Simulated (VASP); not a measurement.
# Ir (P6_3/mmc) in VASP: further runs

Ir is run at these levels: PBEsol; tasks: relaxation of cell and atoms, single point.

Everything below comes from runs of VASP 6.6.1. Logs are shortened: lines on timing, memory, paths and dates and some standing lists are left out, and cuts for length are marked.

## Step 1: The cell of the first run

Symmetry: P6_3/mmc, No. 194, hexagonal system. The conventional cell has a = 2.969 Å, b = 2.969 Å, c = 8.085 Å, α = 90.00°, β = 90.00°, γ = 120.00°. Within 2.3 Å of Ir (site symmetry -6m2) lie 3 Ir at 1.71 Å. Within 2.3 Å of Ir (site symmetry -6m2) lie 3 Ir at 1.71 Å.

## Step 2: Relaxation of cell and atoms, PBEsol

INCAR reads:

```
ALGO = Normal ; EDIFF = 1E-7
EDIFFG = -0.04 ; ENCUT = 500
GGA = PS ; GGA_COMPAT = False
IBRION = 2 ; ISIF = 3
ISMEAR = 0 ; LASPH = True
LCHARG = False ; LREAL = False
LWAVE = False ; NELM = 120
NELMIN = 4 ; NSW = 90
PREC = Accurate ; SIGMA = 0.1
```

KPOINTS reads:

```
k-points
0
Gamma
  6 6 2
```

POSCAR reads:

```
Ir
1.0
    2.9685882496      0.0000000000      0.0000000000
   -1.4842941248      2.5708728376      0.0000000000
    0.0000000000      0.0000000000      8.0851793791
Ir
4
Direct
    0.0000000000      0.0000000000      0.2500000000
    0.0000000000      0.0000000000      0.7500000000
    0.3333333333      0.6666666667      0.7500000000
    0.6666666667      0.3333333333      0.2500000000
```

Potentials or basis: VASP PAW PBE potentials, release 64 (Ir).

Command:

```console
$ cat potpaw_PBE.64/Ir/POTCAR > POTCAR
$ mpirun -np 1 vasp_std > vasp.out
```

OUTCAR:

```text
EDIFF = 1E-7
   EDIFFG = -0.04
   ENCUT = 500
   GGA = PS
   IBRION = 2
   ISIF = 3
   ISMEAR = 0
   LASPH = True
   LREAL = False
   NELM = 120
   NELMIN = 4
   NSW = 90
   PREC = Accurate

 ion  position               nearest neighbor table
   1  0.000  0.000  0.250-   4 1.71   4 1.71   4 1.71
   2  0.000  0.000  0.750-   3 1.71   3 1.71   3 1.71
   3  0.333  0.667  0.750-   2 1.71   2 1.71   2 1.71
   4  0.667  0.333  0.250-   1 1.71   1 1.71   1 1.71

  LATTYP: Found a hexagonal cell.
 ALAT       =     2.9685882496
 C/A-ratio  =     2.7235772358

  Lattice vectors:

 A1 = (   2.9685882496,   0.0000000000,   0.0000000000)
 A2 = (  -1.4842941248,   2.5708728376,   0.0000000000)
 A3 = (   0.0000000000,   0.0000000000,   8.0851793791)

Analysis of symmetry for initial positions (statically):
=====================================================================
 Subroutine PRICEL returns:
 Original cell was already a primitive cell.

 Routine SETGRP: Setting up the symmetry group for a
 hexagonal supercell.

 Subroutine GETGRP returns: Found 24 space group operations
 (whereof 12 operations were pure point group operations)
 out of a pool of 24 trial point group operations.

The static configuration has the point symmetry D_3d.
 The point group associated with its full space group is D_6h.

Analysis of symmetry for dynamics (positions and initial velocities):
=====================================================================
 Subroutine PRICEL returns:
 Original cell was already a primitive cell.

 Routine SETGRP: Setting up the symmetry group for a
 hexagonal supercell.

 Subroutine GETGRP returns: Found 24 space group operations
 (whereof 12 operations were pure point group operations)
 out of a pool of 24 trial point group operations.

The dynamic configuration has the point symmetry D_3d.
 The point group associated with its full space group is D_6h.

 Subroutine INISYM returns: Found 24 space group operations
 (whereof 12 operations are pure point group operations),
 and found     1 'primitive' translations

----------------------------------------------------------------------------------------

                                     Primitive cell

  volume of cell :      61.7050

  direct lattice vectors                    reciprocal lattice vectors
     2.968588250  0.000000000  0.000000000     0.336860459  0.194486477  0.000000000
    -1.484294125  2.570872838  0.000000000     0.000000000  0.388972953  0.000000000
     0.000000000  0.000000000  8.085179379     0.000000000  0.000000000  0.123683094

  length of vectors
     2.968588250  2.968588250  8.085179379     0.388972953  0.388972953  0.123683094

  position of ions in fractional coordinates (direct lattice)
     0.000000000  0.000000000  0.250000000
     0.000000000  0.000000000  0.750000000
     0.333333333  0.666666667  0.750000000
     0.666666667  0.333333333  0.250000000

  ion indices of the primitive-cell ions
   primitive index   ion index
                 1           1
                 2           2
                 3           3
                 4           4

----------------------------------------------------------------------------------------

 KPOINTS: k-points

Automatic generation of k-mesh.
 Grid dimensions read from file:
 generate k-points for:    6    6    2

 Generating k-lattice:

  Cartesian coordinates                     Fractional coordinates (reciprocal lattice)
     0.056143410  0.032414413  0.000000000     0.166666667  0.000000000  0.000000000
     0.000000000  0.064828826  0.000000000     0.000000000  0.166666667  0.000000000
     0.000000000  0.000000000  0.061841547     0.000000000  0.000000000  0.500000000

  Length of vectors
     0.064828826  0.064828826  0.061841547

  Shift w.r.t. Gamma in fractional coordinates (k-lattice)
     0.000000000  0.000000000  0.000000000

 Subroutine IBZKPT returns following result:
 ===========================================

 Found     14 irreducible k-points:

 Following reciprocal coordinates:
            Coordinates               Weight
  0.000000  0.000000  0.000000      1.000000
  0.166667  0.000000  0.000000      6.000000
  0.333333  0.000000  0.000000      6.000000
  0.500000  0.000000  0.000000      3.000000
  0.166667  0.166667  0.000000      6.000000
  0.333333  0.166667  0.000000     12.000000
  0.333333  0.333333  0.000000      2.000000
  0.000000  0.000000  0.500000      1.000000
  0.166667  0.000000  0.500000      6.000000
  0.333333  0.000000  0.500000      6.000000
  0.500000  0.000000  0.500000      3.000000
  0.166667  0.166667  0.500000      6.000000
  0.333333  0.166667  0.500000     12.000000
  0.333333  0.333333  0.500000      2.000000
   k-points           NKPTS =     14   k-points in BZ     NKDIM =     14   number of bands    NBANDS=     22
   number of dos      NEDOS =    301   number of ions     NIONS =      4
   total plane-waves  NPLWV =  34560
   dimension x,y,z NGX =    24 NGY =   24 NGZ =   60
   dimension x,y,z NGXF=    48 NGYF=   48 NGZF=  120
   ions per type =               4
   NGX,Y,Z   is equivalent  to a cutoff of  13.44, 13.44, 12.34 a.u.
   NGXF,Y,Z  is equivalent  to a cutoff of  26.88, 26.88, 24.67 a.u.
 SYSTEM =  unknown system
   PREC   = accura    normal or accurate (medium, high low for compatibility)
   ISTART =      0    job   : 0-new  1-cont  2-samecut
   ICHARG =      2    charge: 1-file 2-atom 10-const
   ISPIN  =      1    spin polarized calculation?
   LNONCOLLINEAR =      F non collinear calculations
   LSORBIT =      F    spin-orbit coupling
   LASPH  =      T    aspherical Exc in radial PAW
   ENCUT  =  500.0 eV  36.75 Ry    6.06 a.u.   5.41  5.41 14.74*2*pi/ulx,y,z
   NELM   =    120;   NELMIN=  4; NELMDL= -5     # of ELM steps
   EDIFF  = 0.1E-06   stopping-criterion for ELM
   LREAL  =      F    real-space projection
   EDIFFG = -.4E-01   stopping-criterion for IOM
   NSW    =     90    number of steps for IOM
   IBRION =      2    ionic relax: 0-MD 1-quasi-New 2-CG
   NFREE  =      1    steps in history (QN), initial steepest desc. (CG)
   ISIF   =      3    stress and relaxation
   ISYM   =      2    0-nonsym 1-usesym 2-fastsym
   POTIM  = 0.5000    time-step for ionic-motion
   TEBEG  =    0.0;   TEEND  =   0.0 temperature during run
   PSTRESS=    0.0 pullay stress
   NELECT =      36.0000    total number of electrons
   NUPDOWN=      -1.0000    fix difference up-down
   EMIN   =  10.00;   EMAX   =-10.00  energy-range for DOS
   EFERMI =   0.00;   METHOD = LEGACY
   ISMEAR =     0;   SIGMA  =   0.10  broadening in eV -4-tet -1-fermi 0-gaus
   EFERMI_NEDOS =   21; number of points for ismear=-14 and -15
   IALGO  =     38    algorithm
   IMIX   =      4    mixing-type and parameters
     AMIX     =   0.40;   BMIX     =  1.00
     AMIX_MAG =   1.60;   BMIX_MAG =  1.00
  volume/ion in A,a.u.               =      15.43       104.10
  Fermi-wavevector in a.u.,A,eV,Ry     =   1.367946  2.585043 25.460256  1.871276
  Thomas-Fermi vector in A             =   2.493954
   LORBIT       =      0    0 simple, 1 ext, 2 COOP (PROOUT), +10 PAW based schemes
   GGA     = PS    functional components
   LHFCALC =     F    Hartree Fock is set to
   AEXX    =    0.0000 exact exchange contribution
   IVDW    =     0    specifies the selected vdW correction
   LEPSILON=     F    determine dielectric tensor
   LRPA    =     F    only Hartree local field effects (RPA)
 conjugate gradient relaxation of ions
 non-spin polarized calculation
 Gauss-broadening in eV      SIGMA  =   0.10
  energy-cutoff  :      500.00
  volume of cell :       61.70
 maximum number of plane-waves:      1613
 NGX is ok and might be reduce to    24
   NGX = 11   NGY = 11   NGZ = 29

--------------------------------------- Ionic step        1  -------------------------------------------

 number of electron      35.9999998 magnetization

 Free energy of the ion-electron system (eV)
  ---------------------------------------------------
  ext. energy  EPLUGINS =         0.00000000
  ---------------------------------------------------
  free energy    TOTEN  =        32.65084555 eV

  energy without entropy =       32.68775318  energy(sigma->0) =       32.66929937

------------------------ aborting loop because EDIFF is reached ----------------------------------------

  FORCE on cell =-STRESS in cart. coord.  units (eV):
  Direction    XX          YY          ZZ          XY          YZ          ZX
  --------------------------------------------------------------------------------------
  -------------------------------------------------------------------------------------
  Total      240.0933367    240.0933367     -0.2544234      0.0000000      0.0000000      0.0000000
  in kB     6234.0527126   6234.0527129     -6.6061344      0.0000000      0.0000000      0.0000000
  external PRESSURE =    4153.8330970 kB  Pullay stress =       0.0000000 kB
[... 95 lines left out ...]
  FREE ENERGIE OF THE ION-ELECTRON SYSTEM (eV)
  ---------------------------------------------------
  free  energy   TOTEN  =        -0.4985666852 eV

  energy  without entropy=       -0.3113556388  energy(sigma->0) =       -0.40496116

 E-fermi :  -0.2025     XC(G=0):  -8.5204

 val. band max:       -0.2107316041   @ k =   0.3333   0.0000   0.0000
 cond. band min:      -0.1897940528   @ k =   0.0000   0.0000   0.0000
 fundamental gap:      0.0209375513
 Fermi energy:        -0.2025191157

 k-point     1 :       0.0000    0.0000    0.0000
  band No.  band energies     occupation
      1      -5.0540      2.00000
      2      -4.6374      2.00000
      3      -2.1691      2.00000
      4      -2.1691      2.00000
      5      -2.1573      2.00000
      6      -2.1573      2.00000
[... 339 lines left out ...]
     21       0.4635      0.00000
     22       0.4635      0.00000

 E-fermi :   2.1990     XC(G=0):  -9.9709

 val. band max:        2.1984477898   @ k =   0.0000   0.0000   0.0000
 cond. band min:       2.2040760331   @ k =   0.1667   0.1667   0.5000
 fundamental gap:      0.0056282433
 Fermi energy:         2.1989613799

 k-point     1 :       0.0000    0.0000    0.0000
  band No.  band energies     occupation
      1      -4.7974      2.00000
      2      -4.5022      2.00000
      3      -1.3147      2.00000
      4      -1.3147      2.00000
      5      -1.2908      2.00000
      6      -1.1920      2.00000
[... 339 lines left out ...]
     21       3.3872      0.00000
     22       3.3872      0.00000

 E-fermi :   3.8512     XC(G=0): -10.9754

 val. band max:        3.8472570323   @ k =   0.3333   0.0000   0.0000
 cond. band min:       3.8529322619   @ k =   0.3333   0.3333   0.0000
 fundamental gap:      0.0056752296
 Fermi energy:         3.8511677570

 k-point     1 :       0.0000    0.0000    0.0000
  band No.  band energies     occupation
      1      -3.6432      2.00000
      2      -2.8822      2.00000
      3      -0.4584      2.00000
      4      -0.0266      2.00000
      5      -0.0266      2.00000
      6       0.4318      2.00000
[... 339 lines left out ...]
     21       4.9385      0.00000
     22       4.9385      0.00000

[... ionic steps 4 to 30 ...]

--------------------------------------- Ionic step       31  -------------------------------------------

 number of electron      35.9999985 magnetization

------------------------ aborting loop because EDIFF is reached ----------------------------------------
[... 71 lines left out ...]
--------------------------------------- Ionic step       33  -------------------------------------------

 number of electron      35.9999985 magnetization

 Free energy of the ion-electron system (eV)
  ---------------------------------------------------
  ext. energy  EPLUGINS =         0.00000000
  ---------------------------------------------------
  free energy    TOTEN  =       -33.08090905 eV

  energy without entropy =      -33.03156858  energy(sigma->0) =      -33.05623882

 E-fermi :   6.3674     XC(G=0): -12.3032

 val. band max:        6.3605384314   @ k =   0.1667   0.1667   0.5000
 cond. band min:       6.3715560214   @ k =   0.1667   0.1667   0.0000
 fundamental gap:      0.0110175900
 Fermi energy:         6.3673766631

 k-point     1 :       0.0000    0.0000    0.0000
  band No.  band energies     occupation
      1      -2.5097      2.00000
      2      -0.4872      2.00000
      3       0.6080      2.00000
      4       0.6080      2.00000
      5       0.8863      2.00000
      6       2.5371      2.00000
[... 370 lines left out ...]
  FREE ENERGIE OF THE ION-ELECTRON SYSTEM (eV)
  ---------------------------------------------------
  free  energy   TOTEN  =       -33.0809090546 eV

  energy  without entropy=      -33.0315685764  energy(sigma->0) =      -33.05623882

 reached required accuracy - stopping structural energy minimisation
```

Run time: 8.1 min. Hardware: 1 thread of AMD EPYC 9R45 (Zen 5), shared host; peak memory 0.17 GiB.

Results:

```yaml
Free_energy: -33.0809 eV
Relaxed_volume: 18.51 Å³/atom
Relaxed_cell: a = 4.266 Å, b = 4.266 Å, c = 4.697 Å, α = 90.00°, β = 90.00°, γ = 120.00°
Space_group_after_relaxing_to_0.05_Å: P6_3/mmc (No. 194)
Energy_gained_by_relaxing: 16432.9 meV/atom
Ionic_steps: 33
Pressure_after_relaxing: 0.0 GPa
```

Step by step:
```tsv
step	energy change (eV)	largest force (eV/Å)	pressure (GPa)	volume (Å³)
1	0.0000	0.0000	415.38	61.70
2	284.6270	0.0000	-29.47	933.58
3	-33.1494	0.0000	-40.09	249.68
4	-49.8888	0.0000	-23.64	187.02
5	-56.7117	0.0000	-21.28	151.08
6	-60.2721	0.0000	25.07	101.48
7	-60.9622	0.0000	-12.40	123.73
8	-61.5137	0.0000	-4.50	115.91
9	-61.5530	0.0000	-0.73	113.23
10	-61.5470	0.0000	-2.49	114.42
11	-61.5665	0.0000	2.81	108.46
12	-61.5783	0.0000	0.70	110.67
13	-61.6199	0.0000	0.77	108.83
14	-61.7984	0.0000	1.18	103.30
15	-62.5453	0.0000	2.42	92.28
16	-64.6492	0.0000	24.34	70.42
17	-64.6562	0.0000	24.71	70.28
18	-64.6740	0.0000	25.78	69.85
19	-64.6950	0.0000	28.12	68.98
20	-64.6681	0.0000	33.77	67.24
21	-64.6975	0.0000	29.36	68.56
22	-64.7224	0.0000	28.91	68.62
23	-64.7949	0.0000	27.54	68.80
24	-64.9293	0.0000	24.94	69.16
25	-65.1599	0.0000	20.08	69.86
26	-65.4932	0.0000	11.71	71.25
27	-65.7258	0.0000	0.15	73.92
28	-65.7299	0.0000	1.23	73.61
29	-65.7297	0.0000	0.89	73.70
30	-65.7303	0.0000	0.73	73.76
31	-65.7315	0.0000	0.26	73.92
32	-65.7308	0.0000	-0.64	74.25
33	-65.7318	0.0000	-0.03	74.02
```

Final structure:
```
CELL_PARAMETERS angstrom
4.26590 0.00000 0.00000
-2.13295 3.69437 0.00000
0.00000 0.00000 4.69698
ATOMIC_POSITIONS crystal
Ir 0.00000 0.00000 0.25000
Ir 0.00000 0.00000 0.75000
Ir 0.33333 0.66667 0.75000
Ir 0.66667 0.33333 0.25000
```

Caveat: the k points lie up to 0.67 Å⁻¹ apart in the final cell; the volume moved by over 15 % at a fixed basis, so the end points are rough; the bands computed are all filled at some k points, so no gap is given; the PAW data sets were made with another functional, which shifts forces and pressure a little; spin-orbit coupling is left out, which moves the levels of the heavy elements.

(Continued in part 2 of 2.)
